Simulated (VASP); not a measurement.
# Se (Fd-3m) in VASP: further runs

Se is run at these levels: PBEsol; tasks: single point.

Program: VASP 6.6.1. These are calculated values, not measurements. Logs are shortened: lines on timing, memory, paths and dates and some standing lists are left out, and cuts for length are marked.

## Step 1: The cell of the first run

Symmetry: Fd-3m, No. 227, cubic system. Conventional cell: a = 6.080 Å, b = 6.080 Å, c = 6.080 Å, α = 90.00°, β = 90.00°, γ = 90.00°. Se (site symmetry -43m) has 4 Se at 2.63 Å within 3.5 Å.

## Step 2: Single point, PBEsol

INCAR reads:

```
SYSTEM = Se
PREC = Accurate ; ENCUT = 520
EDIFF = 1E-6 ; ISMEAR = -1
SIGMA = 0.1 ; LREAL = .FALSE.
LASPH = .TRUE. ; NELM = 100
ALGO = Normal ; ISIF = 2
LWAVE = .FALSE. ; LCHARG = .TRUE.
GGA = PS ; LELF = .TRUE.
LVHAR = .TRUE. ; NBANDS = 13
```

KPOINTS reads:

```
regular mesh
0
G
  5 5 5
  0 0 0
```

POSCAR reads:

```
Se
1.0
    0.0000000000      3.0398915398      3.0398915398
    3.0398915398      0.0000000000      3.0398915398
    3.0398915398      3.0398915398      0.0000000000
Se
2
Direct
    0.5000000000      0.5000000000      0.5000000000
    0.7500000000      0.7500000000      0.7500000000
```

Potentials or basis: VASP PAW PBE potentials, release 64 (Se).

Command:

```
> cat potpaw_PBE.64/Se/POTCAR > POTCAR
> mpirun -np 1 vasp_std > vasp.out
```

OUTCAR:

```text
SYSTEM = Se
   PREC = Accurate
   ENCUT = 520
   EDIFF = 1E-6
   ISMEAR = -1
   LREAL = .FALSE.
   LASPH = .TRUE.
   NELM = 100
   ISIF = 2
   GGA = PS

 ion  position               nearest neighbor table
   1  0.500  0.500  0.500-   2 2.63   2 2.63   2 2.63   2 2.63
   2  0.750  0.750  0.750-   1 2.63   1 2.63   1 2.63   1 2.63

  LATTYP: Found a face centered cubic cell.
 ALAT       =     6.0797830796

  Lattice vectors:

 A1 = (   0.0000000000,   3.0398915398,   3.0398915398)
 A2 = (   3.0398915398,   0.0000000000,   3.0398915398)
 A3 = (   3.0398915398,   3.0398915398,   0.0000000000)

Analysis of symmetry for initial positions (statically):
=====================================================================
 Subroutine PRICEL returns:
 Original cell was already a primitive cell.

 Routine SETGRP: Setting up the symmetry group for a
 face centered cubic supercell.

 Subroutine GETGRP returns: Found 48 space group operations
 (whereof 24 operations were pure point group operations)
 out of a pool of 48 trial point group operations.

The static configuration has the point symmetry T_d .
 The point group associated with its full space group is O_h .

Analysis of symmetry for dynamics (positions and initial velocities):
=====================================================================
 Subroutine PRICEL returns:
 Original cell was already a primitive cell.

 Routine SETGRP: Setting up the symmetry group for a
 face centered cubic supercell.

 Subroutine GETGRP returns: Found 48 space group operations
 (whereof 24 operations were pure point group operations)
 out of a pool of 48 trial point group operations.

The dynamic configuration has the point symmetry T_d .
 The point group associated with its full space group is O_h .

 Subroutine INISYM returns: Found 48 space group operations
 (whereof 24 operations are pure point group operations),
 and found     1 'primitive' translations

----------------------------------------------------------------------------------------

                                     Primitive cell

  volume of cell :      56.1829

  direct lattice vectors                    reciprocal lattice vectors
     0.000000000  3.039891540  3.039891540    -0.164479552  0.164479552  0.164479552
     3.039891540  0.000000000  3.039891540     0.164479552 -0.164479552  0.164479552
     3.039891540  3.039891540  0.000000000     0.164479552  0.164479552 -0.164479552

  length of vectors
     4.299055844  4.299055844  4.299055844     0.284886942  0.284886942  0.284886942

  position of ions in fractional coordinates (direct lattice)
     0.500000000  0.500000000  0.500000000
     0.750000000  0.750000000  0.750000000

  ion indices of the primitive-cell ions
   primitive index   ion index
                 1           1
                 2           2

----------------------------------------------------------------------------------------

 KPOINTS: regular mesh

Automatic generation of k-mesh.
 Grid dimensions read from file:
 generate k-points for:    5    5    5

 Generating k-lattice:

  Cartesian coordinates                     Fractional coordinates (reciprocal lattice)
    -0.032895910  0.032895910  0.032895910     0.200000000  0.000000000  0.000000000
     0.032895910 -0.032895910  0.032895910     0.000000000  0.200000000  0.000000000
     0.032895910  0.032895910 -0.032895910     0.000000000  0.000000000  0.200000000

  Length of vectors
     0.056977388  0.056977388  0.056977388

  Shift w.r.t. Gamma in fractional coordinates (k-lattice)
     0.000000000  0.000000000  0.000000000

 Subroutine IBZKPT returns following result:
 ===========================================

 Found     10 irreducible k-points:

 Following reciprocal coordinates:
            Coordinates               Weight
  0.000000  0.000000  0.000000      1.000000
  0.200000  0.000000  0.000000      8.000000
  0.400000  0.000000  0.000000      8.000000
  0.200000  0.200000  0.000000      6.000000
  0.400000  0.200000  0.000000     24.000000
 -0.400000  0.200000  0.000000     24.000000
 -0.200000  0.200000  0.000000     12.000000
  0.400000  0.400000  0.000000      6.000000
 -0.400000  0.400000  0.000000     12.000000
 -0.400000  0.400000  0.200000     24.000000
   k-points           NKPTS =     10   k-points in BZ     NKDIM =     10   number of bands    NBANDS=     13
   number of dos      NEDOS =    301   number of ions     NIONS =      2
   total plane-waves  NPLWV =  32768
   dimension x,y,z NGX =    32 NGY =   32 NGZ =   32
   dimension x,y,z NGXF=    64 NGYF=   64 NGZF=   64
   ions per type =               2
   NGX,Y,Z   is equivalent  to a cutoff of  12.37, 12.37, 12.37 a.u.
   NGXF,Y,Z  is equivalent  to a cutoff of  24.75, 24.75, 24.75 a.u.
 SYSTEM =  Se
   PREC   = accura    normal or accurate (medium, high low for compatibility)
   ISTART =      0    job   : 0-new  1-cont  2-samecut
   ICHARG =      2    charge: 1-file 2-atom 10-const
   ISPIN  =      1    spin polarized calculation?
   LNONCOLLINEAR =      F non collinear calculations
   LSORBIT =      F    spin-orbit coupling
   LASPH  =      T    aspherical Exc in radial PAW
   ENCUT  =  520.0 eV  38.22 Ry    6.18 a.u.   7.99  7.99  7.99*2*pi/ulx,y,z
   NELM   =    100;   NELMIN=  2; NELMDL= -5     # of ELM steps
   EDIFF  = 0.1E-05   stopping-criterion for ELM
   LREAL  =      F    real-space projection
   EDIFFG = 0.1E-04   stopping-criterion for IOM
   NSW    =      0    number of steps for IOM
   IBRION =     -1    ionic relax: 0-MD 1-quasi-New 2-CG
   NFREE  =      0    steps in history (QN), initial steepest desc. (CG)
   ISIF   =      2    stress and relaxation
   ISYM   =      2    0-nonsym 1-usesym 2-fastsym
   POTIM  = 0.5000    time-step for ionic-motion
   TEBEG  =    0.0;   TEEND  =   0.0 temperature during run
   PSTRESS=    0.0 pullay stress
   NELECT =      12.0000    total number of electrons
   NUPDOWN=      -1.0000    fix difference up-down
   EMIN   =  10.00;   EMAX   =-10.00  energy-range for DOS
   EFERMI =   0.00;   METHOD = LEGACY
   ISMEAR =    -1;   SIGMA  =   0.10  broadening in eV -4-tet -1-fermi 0-gaus
   EFERMI_NEDOS =   21; number of points for ismear=-14 and -15
   IALGO  =     38    algorithm
   IMIX   =      4    mixing-type and parameters
     AMIX     =   0.40;   BMIX     =  1.00
     AMIX_MAG =   1.60;   BMIX_MAG =  1.00
  volume/ion in A,a.u.               =      28.09       189.57
  Fermi-wavevector in a.u.,A,eV,Ry     =   0.978589  1.849266 13.029444  0.957637
  Thomas-Fermi vector in A             =   2.109377
   LORBIT       =      0    0 simple, 1 ext, 2 COOP (PROOUT), +10 PAW based schemes
   GGA     = PS    functional components
   LHFCALC =     F    Hartree Fock is set to
   AEXX    =    0.0000 exact exchange contribution
   IVDW    =     0    specifies the selected vdW correction
   LEPSILON=     F    determine dielectric tensor
   LRPA    =     F    only Hartree local field effects (RPA)
 non-spin polarized calculation
  energy-cutoff  :      520.00
  volume of cell :       56.18
 maximum number of plane-waves:      1524
   NGX = 15   NGY = 15   NGZ = 15

 number of electron      12.0000003 magnetization

 Free energy of the ion-electron system (eV)
  ---------------------------------------------------
  ext. energy  EPLUGINS =         0.00000000
  ---------------------------------------------------
  free energy    TOTEN  =        -6.61552287 eV

  energy without entropy =       -6.55209069  energy(sigma->0) =       -6.58380678

 E-fermi :   3.0013     XC(G=0):  -8.8693

 val. band max:        2.9950241280   @ k =  -0.2000   0.2000   0.0000
 cond. band min:       3.0817308193   @ k =  -0.4000   0.2000   0.0000
 fundamental gap:      0.0867066913
 Fermi energy:         3.0013277503

 k-point     1 :       0.0000    0.0000    0.0000
  band No.  band energies     occupation
      1     -13.1116      2.00000
      2      -6.8860      2.00000
      3      -0.8392      2.00000
      4      -0.8392      2.00000
      5      -0.8392      2.00000
      6       2.0555      1.99984
      7       2.0555      1.99984
      8       2.0555      1.99984
      9       7.1425      0.00000
     10      10.4725      0.00000
     11      10.4725      0.00000
     12      12.4743      0.00000
     13      12.4743      0.00000

 k-point     2 :       0.2000    0.0000    0.0000
  band No.  band energies     occupation
      1     -12.8143      2.00000
      2      -7.6980      2.00000
      3      -1.1808      2.00000
      4      -1.1808      2.00000
      5      -1.0039      2.00000
      6       2.5780      1.97141
      7       2.5780      1.97141
      8       2.7627      1.83157
      9       8.3519      0.00000
     10       9.8053      0.00000
     11       9.8053      0.00000
     12      11.7017      0.00000
     13      14.5370      0.00000

 k-point     3 :       0.4000    0.0000    0.0000
  band No.  band energies     occupation
      1     -12.1293      2.00000
      2      -9.0550      2.00000
      3      -1.5815      2.00000
      4      -1.5815      2.00000
      5      -1.4290      2.00000
      6       3.1781      0.29153
      7       3.1781      0.29153
      8       4.6803      0.00000
      9       9.2381      0.00000
     10      10.4310      0.00000
     11      10.4310      0.00000
     12      10.7488      0.00000
     13      13.6480      0.00000
[... 81 lines left out ...]
 k-point     9 :      -0.4000    0.4000    0.0000
  band No.  band energies     occupation
      1     -10.9810      2.00000
      2     -10.4856      2.00000
      3      -2.9441      2.00000
      4      -2.3666      2.00000
      5       0.7442      2.00000
      6       1.9530      1.99994
      7       5.0330      0.00000
      8       5.0840      0.00000
      9       8.2630      0.00000
     10       9.9406      0.00000
     11      11.2501      0.00000
     12      14.3247      0.00000
     13      14.7118      0.00000

 k-point    10 :      -0.4000    0.4000    0.2000
  band No.  band energies     occupation
      1     -11.3828      2.00000
      2     -10.0260      2.00000
      3      -2.9194      2.00000
      4      -2.4200      2.00000
      5       1.1288      2.00000
      6       2.1722      1.99950
      7       4.4237      0.00000
      8       4.6980      0.00000
      9       8.7116      0.00000
     10       9.1239      0.00000
     11      11.7933      0.00000
     12      13.5094      0.00000
     13      14.8244      0.00000

------------------------ aborting loop because EDIFF is reached ----------------------------------------

  FORCE on cell =-STRESS in cart. coord.  units (eV):
  Direction    XX          YY          ZZ          XY          YZ          ZX
  --------------------------------------------------------------------------------------
  -------------------------------------------------------------------------------------
  Total        1.2638899      1.2638899      1.2638899      0.0000000     -0.0000000      0.0000000
  in kB       36.0425559     36.0425559     36.0425559      0.0000000     -0.0000000      0.0000000
  external PRESSURE =      36.0425559 kB  Pullay stress =       0.0000000 kB

 VOLUME and BASIS-vectors are now :
 -----------------------------------------------------------------------------
  energy-cutoff  :      520.00
  volume of cell :       56.18
      direct lattice vectors                 reciprocal lattice vectors
     0.000000000  3.039891540  3.039891540    -0.164479552  0.164479552  0.164479552
     3.039891540  0.000000000  3.039891540     0.164479552 -0.164479552  0.164479552
     3.039891540  3.039891540  0.000000000     0.164479552  0.164479552 -0.164479552

 POSITION                                       TOTAL-FORCE (eV/Angst)
 -----------------------------------------------------------------------------------
      3.03989      3.03989      3.03989         0.000000      0.000000      0.000000
      4.55984      4.55984      4.55984        -0.000000     -0.000000     -0.000000
 -----------------------------------------------------------------------------------
    total drift:                               -0.000000     -0.000000      0.000000

  FREE ENERGIE OF THE ION-ELECTRON SYSTEM (eV)
  ---------------------------------------------------
  free  energy   TOTEN  =        -6.6155228680 eV

  energy  without entropy=       -6.5520906863  energy(sigma->0) =       -6.58380678
```

Run time: 3.7 s. Hardware: 1 thread of Intel Xeon 6975P-C (Granite Rapids), shared host; peak memory 0.16 GiB.

What came out:

```yaml
Free_energy: -6.6155 eV
Pressure: 3.6 GPa
Band_gap_on_the_k_mesh: zero (band 6 reaches 3.18 eV, above the bottom of band 7 at 2.06 eV)
```

Caveat: the PAW data sets were made with another functional, which shifts forces and pressure a little.

## Step 3: Single point, PBEsol

This run uses another cell than the first one, of 28.91 Å³/atom, 1.029 times its volume.

INCAR reads:

```
PREC = Accurate ; ENCUT = 520
EDIFF = 1E-7 ; ISMEAR = -1
SIGMA = 0.1 ; LREAL = False
LASPH = True ; NELM = 80
ALGO = Normal ; ISIF = 2
LWAVE = False ; LCHARG = True
GGA = PS ; LELF = True
LVHAR = True ; NBANDS = 13
```

KPOINTS reads:

```
Automatic mesh
0
Gamma
  5 5 5
```

POSCAR reads:

```
Se
1.0
    0.0000000000      3.0689831786      3.0689831786
    3.0689831786      0.0000000000      3.0689831786
    3.0689831786      3.0689831786      0.0000000000
Se
2
Direct
    0.5000000000      0.5000000000      0.5000000000
    0.7500000000      0.7500000000      0.7500000000
```

Potentials or basis: VASP PAW PBE potentials, release 64 (Se).

Command:

```
> cat potpaw_PBE.64/Se/POTCAR > POTCAR
> mpirun -np 1 vasp_std > vasp.out
```

Wall time 3.6 s (1 thread of Intel Xeon 6975P-C (Granite Rapids), shared host); peak memory 0.16 GiB.

The run converged. Its results:

- Free energy: -6.6438 eV
- Pressure: 2.0 GPa
- Band gap on the k mesh: zero (band 6 reaches 2.92 eV, above the bottom of band 7 at 1.83 eV)

Levels at points of the mesh, in eV from the Fermi level:
| k point | band 2 | band 3 | band 4 | band 5 | band 6 | band 7 | band 8 | band 9 | band 10 | band 11 |
| --- | --- | --- | --- | --- | --- | --- | --- | --- | --- | --- |
| (0.00, 0.00, 0.00) | -9.98 | -3.73 | -3.73 | -3.73 | -0.90 | -0.90 | -0.90 | 4.15 | 7.51 | 7.51 |

Caveat: the PAW data sets were made with another functional, which shifts forces and pressure a little.
